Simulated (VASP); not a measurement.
## MgI2: single point with PBE

MgI2:

```
Mg I
1.0
     4.02909    0.00000    0.00000
    -2.01454    3.48929    0.00000
     0.00000    0.00000    6.86200
Mg I
1 2
Direct
  0.00000 0.00000 0.00000
  0.33333 0.66667 0.75763
  0.66667 0.33333 0.24237
```

This cell differs from its parent crystal: strain -0.030 along x and y, +0.000 along z.

```
Program                : VASP 6.6.1
Task                   : single point
Functional             : PBE
Potentials or basis    : VASP PAW PBE potentials, release 64 (Mg, I)
Cutoff                 : 520 eV
k mesh                 : 6 × 6 × 4
Occupations            : gaussian, width 0.05 eV
Spin                   : no spin polarisation
Dipole correction      : no
Further INCAR settings : ALGO = Normal; EDIFF = 1e-06; NBANDS = 15
```

| Property | Result |
| --- | --- |
| Pressure | 3.5 GPa |
| Largest force | 0.267 eV/Å |
| Band gap on the k mesh | 3.56 eV, indirect (least direct gap 4.01 eV) |

Forces on the atoms (eV/Å):
```
Mg   0.000  0.000  0.000
I    0.000  0.000 -0.267
I    0.000  0.000  0.267
```

Stress tensor (GPa, compression positive):
```
3.84 0.00 0.00
0.00 3.84 0.00
0.00 0.00 2.96
```

Levels at points of the mesh, in eV from the valence-band top:
| k point | band 5 | band 6 | band 7 | band 8 | band 9 | band 10 | band 11 | band 12 |
| --- | --- | --- | --- | --- | --- | --- | --- | --- |
| (0.00, 0.00, 0.00) | -0.40 | -0.14 | 0.00 | 0.00 | 4.01 | 4.90 | 6.86 | 6.86 |
| (0.50, 0.00, 0.00) | -2.10 | -1.44 | -1.07 | -0.50 | 3.68 | 5.33 | 5.34 | 7.04 |
| (0.00, 0.00, 0.50) | -0.30 | -0.30 | -0.10 | -0.10 | 5.01 | 5.01 | 6.69 | 6.69 |
| (0.50, 0.00, 0.50) | -1.33 | -1.27 | -0.97 | -0.74 | 3.59 | 5.12 | 5.42 | 5.93 |

It took 17 s on 1 thread of Intel(R) Xeon(R) 6975P-C (Granite Rapids), with other jobs on the host, peak memory 0.22 GiB.

Caveat: the cell differs from its parent crystal (strain -0.030 along x and y, +0.000 along z); spin-orbit coupling is left out, which moves the levels of the heavy elements; this functional lacks dispersion, which binds the layers, so the pressure and a relaxed spacing across them are unreliable. A k mesh can miss the band edges.
